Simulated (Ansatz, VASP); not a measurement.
One calculation of Rh, two programs

File INCAR:

```
PREC     = Accurate       # precision mode
ENCUT    = 500            # plane-wave cutoff, eV
EDIFF    = 1E-6           # SCF threshold, eV
ISMEAR   = -1             # smearing method
SIGMA    = 0.05           # smearing width, eV
LREAL    = F              # projectors in reciprocal space
LASPH    = T              # aspherical terms in the spheres
NELM     = 120            # most SCF steps
ALGO     = Normal         # electronic algorithm
ISIF     = 2              # what is computed and relaxed
LWAVE    = F              # write WAVECAR
LCHARG   = F              # write CHGCAR
GGA      = PS             # functional
NBANDS   = 14             # bands
GGA_COMPAT= F
```

Contents of KPOINTS:

```
Automatic mesh
0
Gamma
  17 17 17
```

POSCAR

```
Rh
1.0
    0.0000000000      1.8899992388      1.8899992388
    1.8899992388      0.0000000000      1.8899992388
    1.8899992388      1.8899992388      0.0000000000
Rh
1
Direct
    0.0000000000      0.0000000000      0.0000000000
```

Input for Ansatz:

```yaml
crystal:
  lattice:
    - [0.0, 1.8899992388, 1.8899992388]
    - [1.8899992388, 0.0, 1.8899992388]
    - [1.8899992388, 1.8899992388, 0.0]
  atoms:
    - { symbol: Rh, position: [0.0, 0.0, 0.0] }
kpoints:
  mp_grid: { grid: [17, 17, 17] }
scf:
  occupations: { method: fermi_dirac, width: 0.05 }
hamiltonian:
  xc: pbesol
  pseudopotentials: { kind: all_electron, datasets: crystal }
output:
  forces: true
  stress: true
  eigenvalues: true
```

Change from the starting cell: volume scaled by 1, crystal datasets.

Alike in both runs: task single point; functional PBEsol; k mesh 17 × 17 × 17; occupations fermi-dirac, width 0.05 eV; no spin polarisation.

|  | VASP | Ansatz |
| --- | --- | --- |
| version | VASP 6.6.1 | Ansatz 0.2.0 |
| potentials or method | VASP PAW PBE potentials, release 64 (Rh_pv), cutoff 500 eV | all-electron PAW with datasets made for the crystal, scalar-relativistic |

```tsv
	VASP	Ansatz	Ansatz less VASP
pressure (GPa)	0.0	0.0	+0.02
```

VASP's potentials were made for PBE, not for PBEsol. Ansatz ran all-electron here, and VASP with PAW potentials.
